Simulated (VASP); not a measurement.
# BN (Qingsongite) (F-43m) in VASP: a series of runs

The runs below take BN (Qingsongite) through single point, with PBE.

Everything below comes from runs of VASP 6.6.1. Logs are shortened: lines on timing, memory, paths and dates and some standing lists are left out, and cuts for length are marked.

## (1) The cell of the first run

The structure is cubic, space group F-43m (No. 216). The conventional cell has a = 3.615 Å, b = 3.615 Å, c = 3.615 Å, α = 90.00°, β = 90.00°, γ = 90.00°. Within 2.1 Å of B (site symmetry -43m) lie 4 N at 1.57 Å. N (site symmetry -43m) has 4 B at 1.57 Å within 2.1 Å.

## (2) Single point, PBE

INCAR reads:

```
SYSTEM = BN
PREC = Accurate ; ENCUT = 520
EDIFF = 1E-7 ; ISMEAR = 1
SIGMA = 0.02 ; LREAL = .False.
LASPH = .True. ; NELM = 80
ALGO = Normal ; ISIF = 2
LWAVE = .False. ; LCHARG = .False.
GGA = PE ; NBANDS = 11
```

KPOINTS reads:

```
regular mesh
0
Gamma
  8 8 8
  0 0 0
```

POSCAR reads:

```
BN
1.0
    0.0000000000      1.8075000000      1.8075000000
    1.8075000000      0.0000000000      1.8075000000
    1.8075000000      1.8075000000      0.0000000000
B N
1 1
Direct
    0.0000000000      0.0000000000      0.0000000000
    0.2500000000      0.2500000000      0.2500000000
```

Potentials or basis: VASP PAW PBE potentials, release 64 (B, N).

On the command line:

```sh
> cat potpaw_PBE.64/B/POTCAR potpaw_PBE.64/N/POTCAR > POTCAR
> mpirun -np 1 vasp_std > vasp.out
```

OUTCAR:

```text
SYSTEM = BN
   PREC = Accurate
   ENCUT = 520
   EDIFF = 1E-7
   ISMEAR = 1
   LREAL = .False.
   LASPH = .True.
   NELM = 80
   ISIF = 2
   GGA = PE

 ion  position               nearest neighbor table
   1  0.000  0.000  0.000-   2 1.57   2 1.57   2 1.57   2 1.57
   2  0.250  0.250  0.250-   1 1.57   1 1.57   1 1.57   1 1.57

  LATTYP: Found a face centered cubic cell.
 ALAT       =     3.6150000000

  Lattice vectors:

 A1 = (   0.0000000000,   1.8075000000,   1.8075000000)
 A2 = (   1.8075000000,   0.0000000000,   1.8075000000)
 A3 = (   1.8075000000,   1.8075000000,   0.0000000000)

Analysis of symmetry for initial positions (statically):
=====================================================================
 Subroutine PRICEL returns:
 Original cell was already a primitive cell.

 Routine SETGRP: Setting up the symmetry group for a
 face centered cubic supercell.

 Subroutine GETGRP returns: Found 24 space group operations
 (whereof 24 operations were pure point group operations)
 out of a pool of 48 trial point group operations.

The static configuration has the point symmetry T_d .

Analysis of symmetry for dynamics (positions and initial velocities):
=====================================================================
 Subroutine PRICEL returns:
 Original cell was already a primitive cell.

 Routine SETGRP: Setting up the symmetry group for a
 face centered cubic supercell.

 Subroutine GETGRP returns: Found 24 space group operations
 (whereof 24 operations were pure point group operations)
 out of a pool of 48 trial point group operations.

The dynamic configuration has the point symmetry T_d .

 Subroutine INISYM returns: Found 24 space group operations
 (whereof 24 operations are pure point group operations),
 and found     1 'primitive' translations

----------------------------------------------------------------------------------------

                                     Primitive cell

  volume of cell :      11.8104

  direct lattice vectors                    reciprocal lattice vectors
     0.000000000  1.807500000  1.807500000    -0.276625173  0.276625173  0.276625173
     1.807500000  0.000000000  1.807500000     0.276625173 -0.276625173  0.276625173
     1.807500000  1.807500000  0.000000000     0.276625173  0.276625173 -0.276625173

  length of vectors
     2.556191014  2.556191014  2.556191014     0.479128854  0.479128854  0.479128854

  position of ions in fractional coordinates (direct lattice)
     0.000000000  0.000000000  0.000000000
     0.250000000  0.250000000  0.250000000

  ion indices of the primitive-cell ions
   primitive index   ion index
                 1           1
                 2           2

----------------------------------------------------------------------------------------

 KPOINTS: regular mesh

Automatic generation of k-mesh.
 Grid dimensions read from file:
 generate k-points for:    8    8    8

 Generating k-lattice:

  Cartesian coordinates                     Fractional coordinates (reciprocal lattice)
    -0.034578147  0.034578147  0.034578147     0.125000000  0.000000000  0.000000000
     0.034578147 -0.034578147  0.034578147     0.000000000  0.125000000  0.000000000
     0.034578147  0.034578147 -0.034578147     0.000000000  0.000000000  0.125000000

  Length of vectors
     0.059891107  0.059891107  0.059891107

  Shift w.r.t. Gamma in fractional coordinates (k-lattice)
     0.000000000  0.000000000  0.000000000

 Subroutine IBZKPT returns following result:
 ===========================================

 Found     29 irreducible k-points:

 Following reciprocal coordinates:
            Coordinates               Weight
  0.000000  0.000000  0.000000      1.000000
  0.125000  0.000000  0.000000      8.000000
  0.250000  0.000000  0.000000      8.000000
  0.375000  0.000000  0.000000      8.000000
  0.500000  0.000000  0.000000      4.000000
  0.125000  0.125000  0.000000      6.000000
[... 16 lines left out ...]
  0.500000  0.250000  0.125000     48.000000
 -0.375000  0.250000  0.125000     24.000000
 [... further k-points ...]
   k-points           NKPTS =     29   k-points in BZ     NKDIM =     29   number of bands    NBANDS=     11
   number of dos      NEDOS =    301   number of ions     NIONS =      2
   total plane-waves  NPLWV =   8000
   dimension x,y,z NGX =    20 NGY =   20 NGZ =   20
   dimension x,y,z NGXF=    40 NGYF=   40 NGZF=   40
   ions per type =               1   1
   NGX,Y,Z   is equivalent  to a cutoff of  13.01, 13.01, 13.01 a.u.
   NGXF,Y,Z  is equivalent  to a cutoff of  26.01, 26.01, 26.01 a.u.
 SYSTEM =  BN
   PREC   = accura    normal or accurate (medium, high low for compatibility)
   ISTART =      0    job   : 0-new  1-cont  2-samecut
   ICHARG =      2    charge: 1-file 2-atom 10-const
   ISPIN  =      1    spin polarized calculation?
   LNONCOLLINEAR =      F non collinear calculations
   LSORBIT =      F    spin-orbit coupling
   LASPH  =      T    aspherical Exc in radial PAW
   ENCUT  =  520.0 eV  38.22 Ry    6.18 a.u.   4.75  4.75  4.75*2*pi/ulx,y,z
   NELM   =     80;   NELMIN=  2; NELMDL= -5     # of ELM steps
   EDIFF  = 0.1E-06   stopping-criterion for ELM
   LREAL  =      F    real-space projection
   EDIFFG = 0.1E-05   stopping-criterion for IOM
   NSW    =      0    number of steps for IOM
   IBRION =     -1    ionic relax: 0-MD 1-quasi-New 2-CG
   NFREE  =      0    steps in history (QN), initial steepest desc. (CG)
   ISIF   =      2    stress and relaxation
   ISYM   =      2    0-nonsym 1-usesym 2-fastsym
   POTIM  = 0.5000    time-step for ionic-motion
   TEBEG  =    0.0;   TEEND  =   0.0 temperature during run
   PSTRESS=    0.0 pullay stress
   NELECT =       8.0000    total number of electrons
   NUPDOWN=      -1.0000    fix difference up-down
   EMIN   =  10.00;   EMAX   =-10.00  energy-range for DOS
   EFERMI =   0.00;   METHOD = LEGACY
   ISMEAR =     1;   SIGMA  =   0.02  broadening in eV -4-tet -1-fermi 0-gaus
   EFERMI_NEDOS =   21; number of points for ismear=-14 and -15
   IALGO  =     38    algorithm
   IMIX   =      4    mixing-type and parameters
     AMIX     =   0.40;   BMIX     =  1.00
     AMIX_MAG =   1.60;   BMIX_MAG =  1.00
  volume/ion in A,a.u.               =       5.91        39.85
  Fermi-wavevector in a.u.,A,eV,Ry     =   1.437749  2.716952 28.124920  2.067123
  Thomas-Fermi vector in A             =   2.556793
   LORBIT       =      0    0 simple, 1 ext, 2 COOP (PROOUT), +10 PAW based schemes
   GGA     = PE    functional components
   LHFCALC =     F    Hartree Fock is set to
   AEXX    =    0.0000 exact exchange contribution
   IVDW    =     0    specifies the selected vdW correction
   LEPSILON=     F    determine dielectric tensor
   LRPA    =     F    only Hartree local field effects (RPA)
 non-spin polarized calculation
 Methfessel and Paxton  Order N= 1 SIGMA  =   0.02
  energy-cutoff  :      520.00
  volume of cell :       11.81
 maximum number of plane-waves:       332
   NGX =  9   NGY =  9   NGZ =  9

 number of electron       7.9999999 magnetization

 Free energy of the ion-electron system (eV)
  ---------------------------------------------------
  ext. energy  EPLUGINS =         0.00000000
  ---------------------------------------------------
  free energy    TOTEN  =       -17.44954671 eV

  energy without entropy =      -17.44954671  energy(sigma->0) =      -17.44954671

 E-fermi :   7.4902     XC(G=0): -12.8220

 val. band max:        7.4031650695   @ k =   0.0000   0.0000   0.0000
 cond. band min:      11.8623582485   @ k =   0.5000   0.5000   0.0000
 fundamental gap:      4.4591931790
 Fermi energy:         7.4901625776

 k-point     1 :       0.0000    0.0000    0.0000
  band No.  band energies     occupation
      1     -12.8276      2.00000
      2       7.4032      2.00000
      3       7.4032      2.00000
      4       7.4032      2.00000
      5      16.2229      0.00000
      6      16.2229      0.00000
      7      16.2229      0.00000
      8      17.7525      0.00000
      9      32.1553      0.00000
     10      35.1714      0.00000
     11      35.1714      0.00000

 k-point     2 :       0.1250    0.0000    0.0000
  band No.  band energies     occupation
      1     -12.4486      2.00000
      2       5.5273      2.00000
      3       7.0229      2.00000
      4       7.0229      2.00000
      5      16.5922      0.00000
      6      16.7937      0.00000
      7      16.7937      0.00000
      8      18.9348      0.00000
      9      31.7038      0.00000
     10      32.0539      0.00000
     11      32.0539      0.00000

 k-point     3 :       0.2500    0.0000    0.0000
  band No.  band energies     occupation
      1     -11.3486      2.00000
      2       1.9252      2.00000
      3       6.2752      2.00000
      4       6.2752      2.00000
      5      17.0497      0.00000
      6      17.7425      0.00000
      7      17.7425      0.00000
      8      20.9741      0.00000
      9      30.8526      0.00000
     10      31.0028      0.00000
     11      31.0028      0.00000

 k-point     4 :       0.3750    0.0000    0.0000
  band No.  band energies     occupation
      1      -9.7244      2.00000
      2      -1.5256      2.00000
      3       5.6795      2.00000
      4       5.6795      2.00000
      5      17.4130      0.00000
      6      18.1053      0.00000
      7      18.1053      0.00000
      8      22.2612      0.00000
      9      30.6537      0.00000
     10      32.5324      0.00000
     11      32.5324      0.00000

 k-point     5 :       0.5000    0.0000    0.0000
  band No.  band energies     occupation
      1      -8.6105      2.00000
      2      -3.2870      2.00000
      3       5.4630      2.00000
      4       5.4630      2.00000
      5      17.5483      0.00000
      6      18.1089      0.00000
      7      18.1089      0.00000
      8      22.6602      0.00000
      9      30.8593      0.00000
     10      34.1940      0.00000
     11      34.3098      0.00000
[... 211 lines left out ...]
 k-point    21 :       0.5000    0.5000    0.0000
  band No.  band energies     occupation
      1      -7.2438      2.00000
      2      -1.5123      2.00000
      3       2.4992      2.00000
      4       2.4992      2.00000
      5      11.8624      0.00000
      6      16.6344      0.00000
      7      25.3211      0.00000
      8      25.3211      0.00000
      9      28.1866      0.00000
     10      34.6399      0.00000
     11      41.0410      0.00000

 k-point    22 :       0.3750    0.2500    0.1250
  band No.  band energies     occupation
      1     -10.4115      2.00000
      2       1.7009      2.00000
      3       3.4644      2.00000
      4       5.3813      2.00000
      5      15.9723      0.00000
      6      19.2658      0.00000
      7      20.0100      0.00000
      8      20.7272      0.00000
      9      26.8873      0.00000
     10      33.0960      0.00000
     11      34.7430      0.00000

 k-point    23 :       0.5000    0.2500    0.1250
  band No.  band energies     occupation
      1      -8.8946      2.00000
      2      -0.8196      2.00000
      3       2.6506      2.00000
      4       4.4550      2.00000
      5      16.7928      0.00000
      6      18.7728      0.00000
      7      21.1393      0.00000
      8      22.0447      0.00000
      9      27.4996      0.00000
     10      32.6229      0.00000
     11      34.9035      0.00000

 k-point    24 :      -0.3750    0.2500    0.1250
  band No.  band energies     occupation
      1      -7.9079      2.00000
      2      -2.2921      2.00000
      3       2.5779      2.00000
      4       3.9530      2.00000
      5      16.9933      0.00000
      6      18.5811      0.00000
      7      21.7760      0.00000
      8      23.1770      0.00000
      9      26.8647      0.00000
     10      33.2453      0.00000
     11      34.8899      0.00000

 [... further k-points ...]
[... 5 lines left out ...]
  --------------------------------------------------------------------------------------
  -------------------------------------------------------------------------------------
  Total        0.2428024      0.2428024      0.2428024     -0.0000000      0.0000000     -0.0000000
  in kB       32.9381141     32.9381141     32.9381141     -0.0000000      0.0000000     -0.0000000
  external PRESSURE =      32.9381141 kB  Pullay stress =       0.0000000 kB

 VOLUME and BASIS-vectors are now :
 -----------------------------------------------------------------------------
  energy-cutoff  :      520.00
  volume of cell :       11.81
      direct lattice vectors                 reciprocal lattice vectors
     0.000000000  1.807500000  1.807500000    -0.276625173  0.276625173  0.276625173
     1.807500000  0.000000000  1.807500000     0.276625173 -0.276625173  0.276625173
     1.807500000  1.807500000  0.000000000     0.276625173  0.276625173 -0.276625173

 POSITION                                       TOTAL-FORCE (eV/Angst)
 -----------------------------------------------------------------------------------
      0.00000      0.00000      0.00000        -0.000000     -0.000000     -0.000000
      0.90375      0.90375      0.90375         0.000000      0.000000      0.000000
 -----------------------------------------------------------------------------------
    total drift:                                0.000000      0.000000      0.000000

  FREE ENERGIE OF THE ION-ELECTRON SYSTEM (eV)
  ---------------------------------------------------
  free  energy   TOTEN  =       -17.4495467097 eV

  energy  without entropy=      -17.4495467097  energy(sigma->0) =      -17.44954671
```

Run time: 2.4 s. Hardware: 1 thread of Intel Xeon 6975P-C (Granite Rapids), shared host; peak memory 0.11 GiB.

Results:

```
Free energy            : -17.4495 eV
Pressure               : 3.3 GPa
Band gap on the k mesh : 4.46 eV, indirect (least direct gap 8.82 eV)
```

## (3) Single point, PBE

INCAR reads:

```
SYSTEM = BN
ALGO = Normal ; EDIFF = 1E-6
ENCUT = 520 ; GGA = PE
ISIF = 2 ; ISMEAR = 1
LASPH = .TRUE. ; LCHARG = .TRUE.
LELF = .TRUE. ; LREAL = .FALSE.
LVHAR = .TRUE. ; LWAVE = .FALSE.
NBANDS = 11 ; NELM = 80
PREC = Accurate ; SIGMA = 0.02
```

KPOINTS reads:

```
k-points
0
G
  10 10 10
  0 0 0
```

POSCAR is that of step 2.

Potentials or basis: VASP PAW PBE potentials, release 64 (B, N).

On the command line:

```sh
> cat potpaw_PBE.64/B/POTCAR potpaw_PBE.64/N/POTCAR > POTCAR
> mpirun -np 1 vasp_std > vasp.out
```

Wall time 3.1 s (1 thread of Intel Xeon 6975P-C (Granite Rapids), shared host); peak memory 0.11 GiB.

It converged, with:

```
Free energy            : -17.4498 eV
Pressure               : 3.3 GPa
Band gap on the k mesh : 4.46 eV, indirect (least direct gap 8.82 eV)
```

Levels at points of the mesh, in eV from the valence-band top:
```csv
k point,band 1,band 2,band 3,band 4,band 5,band 6,band 7,band 8,band 9
"(0.00, 0.00, 0.00)",-20.23,0.00,0.00,0.00,8.82,8.82,8.82,10.35,24.75
"(0.50, 0.00, 0.00)",-16.01,-10.69,-1.94,-1.94,10.15,10.71,10.71,15.26,23.46
"(0.50, 0.50, 0.00)",-14.65,-8.92,-4.90,-4.90,4.46,9.23,17.92,17.92,20.78
```
